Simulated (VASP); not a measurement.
GaCu: single point with PBE

GaCu:

```xyz
2
Lattice="0.0000 2.4986 2.4986 2.4986 0.0000 2.4986 2.4986 2.4986 0.0000" Properties=species:S:1:pos:R:3 pbc="T T T"
Ga    2.4986    2.4986    2.4986
Cu    0.0000    0.0000    0.0000
```

The cell was generated, and may not be a known phase.

```
Program             : VASP 6.6.1
Task                : single point
Functional          : PBE
Potentials or basis : VASP PAW PBE potentials, release 64 (Ga_d, Cu)
Cutoff              : 520 eV
k mesh              : 6 × 6 × 6
Occupations         : gaussian, width 0.1 eV
Spin                : no spin polarisation
```

```yaml
Pressure: 5.1 GPa
Band_gap_on_the_k_mesh: zero (bands 12 and 13 overlap by 6.71 eV)
```

Levels at points of the mesh, in eV from the Fermi level:
```tsv
k point	band 8	band 9	band 10	band 11	band 12	band 13	band 14	band 15	band 16	band 17
(0.00, 0.00, 0.00)	-3.21	-3.21	-3.11	-3.11	5.52	5.52	5.52	11.11	11.38	11.49
(0.50, 0.00, 0.00)	-3.63	-3.63	-2.92	-2.92	-2.34	6.33	6.33	7.45	7.45	8.08
(0.50, 0.50, 0.00)	-3.50	-2.97	-2.82	-2.82	-1.48	1.10	1.10	3.51	6.73	18.44
```

Run time: 8.4 s on 1 thread of Intel(R) Xeon(R) Platinum 8488C (Sapphire Rapids), on a shared host, peak memory 0.16 GiB.

Caveat: the k points lie up to 0.36 Å⁻¹ apart, too coarse for converged energies and pressures of a metal.
